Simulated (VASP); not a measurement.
# Na in VASP: a series of runs

Na is run at these levels: PBE; tasks: single point.

All numbers are computed with VASP 6.6.1; they aren't measurements. Logs are shortened: lines on timing, memory, paths and dates and some standing lists are left out, and cuts for length are marked.

## (1) The cell of the first run

Symmetry: R-3c, No. 167, trigonal system. The conventional cell has a = 11.143 Å, b = 11.143 Å, c = 6.292 Å, α = 90.00°, β = 90.00°, γ = 120.00°. Na (site symmetry 2) has 10 Na at 3.52 to 3.77 Å within 4.6 Å.

## (2) Single point, PBE

INCAR reads:

```
SYSTEM = Na
  PREC = Accurate
  ENCUT = 520
  EDIFF = 1E-6
  ISMEAR = 0
  SIGMA = 0.1
  LREAL = .FALSE.
  LASPH = .TRUE.
  NELM = 100
  ALGO = Normal
  ISIF = 2
  LWAVE = .FALSE.
  LCHARG = .FALSE.
  GGA = PE
  NBANDS = 30
```

KPOINTS reads:

```
regular mesh
0
G
  9 9 9
  0 0 0
```

POSCAR reads:

```
Na
1.0
    5.5715798569      3.2167531302      2.0973191367
   -5.5715798569      3.2167531302      2.0973191367
    0.0000000000     -6.4335062604      2.0973191368
Na
6
Direct
    0.4368701669      0.2500000000      0.0631298331
    0.0631298331      0.4368701669      0.2500000000
    0.2500000000      0.0631298331      0.4368701669
    0.5631298331      0.7500000000      0.9368701669
    0.9368701669      0.5631298331      0.7500000000
    0.7500000000      0.9368701669      0.5631298331
```

Potentials or basis: VASP PAW PBE potentials, release 64 (Na_pv).

Launch:

```sh
$ cat potpaw_PBE.64/Na_pv/POTCAR > POTCAR
$ mpirun -np 1 vasp_std > vasp.out
```

OUTCAR:

```text
SYSTEM = Na
   PREC = Accurate
   ENCUT = 520
   EDIFF = 1E-6
   ISMEAR = 0
   LREAL = .FALSE.
   LASPH = .TRUE.
   NELM = 100
   ISIF = 2
   GGA = PE

 ion  position               nearest neighbor table
   1  0.437  0.250  0.063-
   2  0.063  0.437  0.250-
   3  0.250  0.063  0.437-
   4  0.563  0.750  0.937-
   5  0.937  0.563  0.750-
   6  0.750  0.937  0.563-

  LATTYP: Found a trigonal (rhomboedric) cell.
 ALAT       =     6.7667385322
 COS(alpha) =    -0.3559008208

  Lattice vectors:

 A1 = (   5.5715798569,   3.2167531302,   2.0973191367)
 A2 = (  -5.5715798569,   3.2167531302,   2.0973191367)
 A3 = (   0.0000000000,  -6.4335062604,   2.0973191368)

Analysis of symmetry for initial positions (statically):
=====================================================================
 Subroutine PRICEL returns:
 Original cell was already a primitive cell.

 Routine SETGRP: Setting up the symmetry group for a
 trigonal (rhombohedral) supercell.

 Subroutine GETGRP returns: Found 12 space group operations
 (whereof  6 operations were pure point group operations)
 out of a pool of 12 trial point group operations.

The static configuration has the point symmetry S_6 .
 The point group associated with its full space group is D_3d.

Analysis of symmetry for dynamics (positions and initial velocities):
=====================================================================
 Subroutine PRICEL returns:
 Original cell was already a primitive cell.

 Routine SETGRP: Setting up the symmetry group for a
 trigonal (rhombohedral) supercell.

 Subroutine GETGRP returns: Found 12 space group operations
 (whereof  6 operations were pure point group operations)
 out of a pool of 12 trial point group operations.

The dynamic configuration has the point symmetry S_6 .
 The point group associated with its full space group is D_3d.

 Subroutine INISYM returns: Found 12 space group operations
 (whereof  6 operations are pure point group operations),
 and found     1 'primitive' translations

----------------------------------------------------------------------------------------

                                     Primitive cell

  volume of cell :     225.5339

  direct lattice vectors                    reciprocal lattice vectors
     5.571579857  3.216753130  2.097319137     0.089741153  0.051812079  0.158933053
    -5.571579857  3.216753130  2.097319137    -0.089741153  0.051812079  0.158933053
     0.000000000 -6.433506260  2.097319137     0.000000000 -0.103624158  0.158933053

  length of vectors
     6.766738532  6.766738532  6.766738532     0.189730549  0.189730549  0.189730549

  position of ions in fractional coordinates (direct lattice)
     0.436870167  0.250000000  0.063129833
     0.063129833  0.436870167  0.250000000
     0.250000000  0.063129833  0.436870167
     0.563129833  0.750000000  0.936870167
     0.936870167  0.563129833  0.750000000
     0.750000000  0.936870167  0.563129833

  ion indices of the primitive-cell ions
   primitive index   ion index
                 1           1
                 2           2
                 3           3
                 4           4
                 5           5
                 6           6

----------------------------------------------------------------------------------------

 KPOINTS: regular mesh

Automatic generation of k-mesh.
 Grid dimensions read from file:
 generate k-points for:    9    9    9

 Generating k-lattice:

  Cartesian coordinates                     Fractional coordinates (reciprocal lattice)
     0.009971239  0.005756898  0.017659228     0.111111111  0.000000000  0.000000000
    -0.009971239  0.005756898  0.017659228     0.000000000  0.111111111  0.000000000
     0.000000000 -0.011513795  0.017659228     0.000000000  0.000000000  0.111111111

  Length of vectors
     0.021081172  0.021081172  0.021081172

  Shift w.r.t. Gamma in fractional coordinates (k-lattice)
     0.000000000  0.000000000  0.000000000

 Subroutine IBZKPT returns following result:
 ===========================================

 Found     85 irreducible k-points:

 Following reciprocal coordinates:
            Coordinates               Weight
  0.000000  0.000000  0.000000      1.000000
  0.111111 -0.000000  0.000000      6.000000
  0.222222 -0.000000  0.000000      6.000000
  0.333333 -0.000000  0.000000      6.000000
  0.444444 -0.000000  0.000000      6.000000
  0.111111  0.111111  0.000000      6.000000
[... 16 lines left out ...]
 -0.333333  0.333333  0.000000      6.000000
  0.444444  0.444444  0.000000      6.000000
 [... further k-points ...]
   k-points           NKPTS =     85   k-points in BZ     NKDIM =     85   number of bands    NBANDS=     30
   number of dos      NEDOS =    301   number of ions     NIONS =      6
   total plane-waves  NPLWV = 125000
   dimension x,y,z NGX =    50 NGY =   50 NGZ =   50
   dimension x,y,z NGXF=   100 NGYF=  100 NGZF=  100
   ions per type =               6
   NGX,Y,Z   is equivalent  to a cutoff of  12.28, 12.28, 12.28 a.u.
   NGXF,Y,Z  is equivalent  to a cutoff of  24.57, 24.57, 24.57 a.u.
 SYSTEM =  Na
   PREC   = accura    normal or accurate (medium, high low for compatibility)
   ISTART =      0    job   : 0-new  1-cont  2-samecut
   ICHARG =      2    charge: 1-file 2-atom 10-const
   ISPIN  =      1    spin polarized calculation?
   LNONCOLLINEAR =      F non collinear calculations
   LSORBIT =      F    spin-orbit coupling
   LASPH  =      T    aspherical Exc in radial PAW
   ENCUT  =  520.0 eV  38.22 Ry    6.18 a.u.  12.58 12.58 12.58*2*pi/ulx,y,z
   NELM   =    100;   NELMIN=  2; NELMDL= -5     # of ELM steps
   EDIFF  = 0.1E-05   stopping-criterion for ELM
   LREAL  =      F    real-space projection
   EDIFFG = 0.1E-04   stopping-criterion for IOM
   NSW    =      0    number of steps for IOM
   IBRION =     -1    ionic relax: 0-MD 1-quasi-New 2-CG
   NFREE  =      0    steps in history (QN), initial steepest desc. (CG)
   ISIF   =      2    stress and relaxation
   ISYM   =      2    0-nonsym 1-usesym 2-fastsym
   POTIM  = 0.5000    time-step for ionic-motion
   TEBEG  =    0.0;   TEEND  =   0.0 temperature during run
   PSTRESS=    0.0 pullay stress
   NELECT =      42.0000    total number of electrons
   NUPDOWN=      -1.0000    fix difference up-down
   EMIN   =  10.00;   EMAX   =-10.00  energy-range for DOS
   EFERMI =   0.00;   METHOD = LEGACY
   ISMEAR =     0;   SIGMA  =   0.10  broadening in eV -4-tet -1-fermi 0-gaus
   EFERMI_NEDOS =   21; number of points for ismear=-14 and -15
   IALGO  =     38    algorithm
   IMIX   =      4    mixing-type and parameters
     AMIX     =   0.40;   BMIX     =  1.00
     AMIX_MAG =   1.60;   BMIX_MAG =  1.00
  volume/ion in A,a.u.               =      37.59       253.66
  Fermi-wavevector in a.u.,A,eV,Ry     =   0.934876  1.766659 11.891397  0.873993
  Thomas-Fermi vector in A             =   2.061726
   LORBIT       =      0    0 simple, 1 ext, 2 COOP (PROOUT), +10 PAW based schemes
   GGA     = PE    functional components
   LHFCALC =     F    Hartree Fock is set to
   AEXX    =    0.0000 exact exchange contribution
   IVDW    =     0    specifies the selected vdW correction
   LEPSILON=     F    determine dielectric tensor
   LRPA    =     F    only Hartree local field effects (RPA)
 non-spin polarized calculation
 Gauss-broadening in eV      SIGMA  =   0.10
  energy-cutoff  :      520.00
  volume of cell :      225.53
 maximum number of plane-waves:      6103
   NGX = 25   NGY = 25   NGZ = 25

 number of electron      42.0000010 magnetization

 Free energy of the ion-electron system (eV)
  ---------------------------------------------------
  ext. energy  EPLUGINS =         0.00000000
  ---------------------------------------------------
  free energy    TOTEN  =        -7.70581895 eV

  energy without entropy =       -7.69007290  energy(sigma->0) =       -7.69794592

 E-fermi :   0.3180     XC(G=0):  -6.4635

 val. band max:        0.3106218492   @ k =  -0.4444   0.2222   0.1111
 cond. band min:       0.3244834574   @ k =   0.2222  -0.0000   0.0000
 fundamental gap:      0.0138616083
 Fermi energy:         0.3179741417

 k-point     1 :       0.0000    0.0000    0.0000
  band No.  band energies     occupation
      1     -24.6950      2.00000
      2     -24.6892      2.00000
      3     -24.6886      2.00000
      4     -24.6886      2.00000
      5     -24.6862      2.00000
      6     -24.6862      2.00000
[... 22 lines left out ...]
     29       2.7483      0.00000
     30       2.7483      0.00000

 k-point     2 :       0.1111   -0.0000    0.0000
  band No.  band energies     occupation
      1     -24.6944      2.00000
      2     -24.6902      2.00000
      3     -24.6897      2.00000
      4     -24.6891      2.00000
      5     -24.6850      2.00000
      6     -24.6847      2.00000
[... 22 lines left out ...]
     29       3.2235      0.00000
     30       3.2498      0.00000

 k-point     3 :       0.2222   -0.0000    0.0000
  band No.  band energies     occupation
      1     -24.6931      2.00000
      2     -24.6917      2.00000
      3     -24.6907      2.00000
      4     -24.6891      2.00000
      5     -24.6840      2.00000
      6     -24.6830      2.00000
[... 22 lines left out ...]
     29       3.9352      0.00000
     30       4.0230      0.00000

 k-point     4 :       0.3333   -0.0000    0.0000
  band No.  band energies     occupation
      1     -24.6925      2.00000
      2     -24.6920      2.00000
      3     -24.6908      2.00000
      4     -24.6883      2.00000
      5     -24.6830      2.00000
      6     -24.6817      2.00000
[... 22 lines left out ...]
     29       4.0087      0.00000
     30       4.3555      0.00000

 k-point     5 :       0.4444   -0.0000    0.0000
  band No.  band energies     occupation
      1     -24.6926      2.00000
      2     -24.6921      2.00000
      3     -24.6899      2.00000
      4     -24.6887      2.00000
      5     -24.6796      2.00000
      6     -24.6792      2.00000
[... 22 lines left out ...]
     29       4.9179      0.00000
     30       4.9634      0.00000
[... 526 lines left out ...]
     29       4.6302      0.00000
     30       4.8565      0.00000

 k-point    22 :      -0.4444    0.3333    0.0000
  band No.  band energies     occupation
      1     -24.6919      2.00000
      2     -24.6883      2.00000
      3     -24.6869      2.00000
      4     -24.6830      2.00000
      5     -24.6826      2.00000
      6     -24.6797      2.00000
[... 22 lines left out ...]
     29       4.1857      0.00000
     30       4.5832      0.00000

 k-point    23 :      -0.3333    0.3333    0.0000
  band No.  band energies     occupation
      1     -24.6920      2.00000
      2     -24.6890      2.00000
      3     -24.6868      2.00000
      4     -24.6842      2.00000
      5     -24.6834      2.00000
      6     -24.6794      2.00000
[... 22 lines left out ...]
     29       4.2452      0.00000
     30       4.2906      0.00000

 k-point    24 :       0.4444    0.4444    0.0000
  band No.  band energies     occupation
      1     -24.6917      2.00000
      2     -24.6881      2.00000
      3     -24.6868      2.00000
      4     -24.6824      2.00000
      5     -24.6798      2.00000
      6     -24.6781      2.00000
[... 22 lines left out ...]
     29       4.7432      0.00000
     30       4.8163      0.00000

 [... further k-points ...]

------------------------ aborting loop because EDIFF is reached ----------------------------------------

  FORCE on cell =-STRESS in cart. coord.  units (eV):
  Direction    XX          YY          ZZ          XY          YZ          ZX
  --------------------------------------------------------------------------------------
  -------------------------------------------------------------------------------------
  Total        0.0034603      0.0034603     -0.0031964      0.0000000     -0.0000000     -0.0000000
  in kB        0.0245817      0.0245817     -0.0227072      0.0000000     -0.0000000     -0.0000000
  external PRESSURE =       0.0088188 kB  Pullay stress =       0.0000000 kB

 VOLUME and BASIS-vectors are now :
 -----------------------------------------------------------------------------
  energy-cutoff  :      520.00
  volume of cell :      225.53
      direct lattice vectors                 reciprocal lattice vectors
     5.571579857  3.216753130  2.097319137     0.089741153  0.051812079  0.158933053
    -5.571579857  3.216753130  2.097319137    -0.089741153  0.051812079  0.158933053
     0.000000000 -6.433506260  2.097319137     0.000000000 -0.103624158  0.158933053

 POSITION                                       TOTAL-FORCE (eV/Angst)
 -----------------------------------------------------------------------------------
      1.04116      1.80335      1.57299        -0.001814     -0.003142      0.000000
     -2.08232      0.00000      1.57299         0.003628      0.000000      0.000000
      1.04116     -1.80335      1.57299        -0.001814      0.003142     -0.000000
     -1.04116     -1.80335      4.71897         0.001814      0.003142     -0.000000
      2.08232      0.00000      4.71897        -0.003628      0.000000     -0.000000
     -1.04116      1.80335      4.71897         0.001814     -0.003142      0.000000
 -----------------------------------------------------------------------------------
    total drift:                               -0.000000      0.000000     -0.000000

  FREE ENERGIE OF THE ION-ELECTRON SYSTEM (eV)
  ---------------------------------------------------
  free  energy   TOTEN  =        -7.7058189474 eV

  energy  without entropy=       -7.6900728977  energy(sigma->0) =       -7.69794592
```

Run time: 5.6 min. Hardware: 1 thread of Intel Xeon Platinum 8375C at 2.90GHz (Ice Lake), shared host; peak memory 0.58 GiB.

Results:

| Property | Result |
| --- | --- |
| Free energy | -7.7058 eV |
| Pressure | 0.0 GPa |
| Largest force | 0.004 eV/Å |
| Band gap on the k mesh | zero (bands 21 and 22 overlap by 2.61 eV) |

Forces on the atoms (eV/Å):
```
Na  -0.002 -0.003  0.000
Na   0.004  0.000  0.000
Na  -0.002  0.003  0.000
Na   0.002  0.003  0.000
Na  -0.004  0.000  0.000
Na   0.002 -0.003  0.000
```

## (3) Single point, PBE

This run uses another cell than the first one, of 37.05 Å³/atom.

INCAR reads:

```
SYSTEM = Na
PREC = Accurate
ENCUT = 520
EDIFF = 1E-7
ISMEAR = 0
SIGMA = 0.1
LREAL = .FALSE.
LASPH = .TRUE.
NELM = 100
ALGO = Normal
ISIF = 2
LWAVE = .FALSE.
LCHARG = .FALSE.
GGA = PE
NBANDS = 30
```

KPOINTS reads:

```
Automatic mesh
0
G
  6 6 6
  0 0 0
```

POSCAR reads:

```
Na
1.0
    5.6279373212      3.2492911274      2.0262360841
   -5.6279373212      3.2492911274      2.0262360841
    0.0000000000     -6.4985822547      2.0262360842
Na
6
Direct
    0.4369239168      0.2493693041      0.0634750918
    0.0634750918      0.4369239168      0.2493693041
    0.2493693041      0.0634750918      0.4369239168
    0.5630760832      0.7506306959      0.9365249082
    0.9365249082      0.5630760832      0.7506306959
    0.7506306959      0.9365249082      0.5630760832
```

Potentials or basis: VASP PAW PBE potentials, release 64 (Na_pv).

Launch:

```sh
$ cat potpaw_PBE.64/Na_pv/POTCAR > POTCAR
$ mpirun -np 1 vasp_std > vasp.out
```

Wall time 3.8 min (1 thread of Intel Xeon Platinum 8375C at 2.90GHz (Ice Lake), shared host); peak memory 0.47 GiB.

The run converged. Its results:

* Free energy: -7.7066 eV
* Pressure: 0.1 GPa
* Largest force: 0.006 eV/Å
* Band gap on the k mesh: zero (bands 21 and 22 overlap by 2.22 eV)

Forces on the atoms (eV/Å):
```
Na  -0.005 -0.003  0.002
Na   0.005 -0.003  0.002
Na   0.000  0.006  0.002
Na   0.005  0.003 -0.002
Na  -0.005  0.003 -0.002
Na   0.000 -0.006 -0.002
```

Stress tensor (GPa, compression positive):
```
-0.02  0.00  0.00
 0.00 -0.02  0.00
 0.00  0.00  0.38
```

Levels at points of the mesh, in eV from the Fermi level:
| k point | band 18 | band 19 | band 20 | band 21 | band 22 | band 23 | band 24 | band 25 |
| --- | --- | --- | --- | --- | --- | --- | --- | --- |
| (0.00, 0.00, 0.00) | -24.97 | -3.31 | 1.14 | 1.31 | 1.31 | 1.42 | 1.53 | 1.53 |
| (0.50, 0.00, 0.00) | -24.97 | -1.87 | -1.87 | 0.36 | 0.36 | 0.59 | 0.59 | 2.57 |
| (0.50, 0.50, 0.00) | -24.97 | -2.13 | -2.07 | 0.21 | 0.29 | 0.97 | 1.27 | 3.24 |
| (0.50, 0.50, 0.50) | -24.98 | -0.74 | -0.74 | -0.66 | -0.66 | -0.66 | -0.66 | 3.53 |

The gap in the log of VASP goes by the Fermi energy; the results here count the filled bands.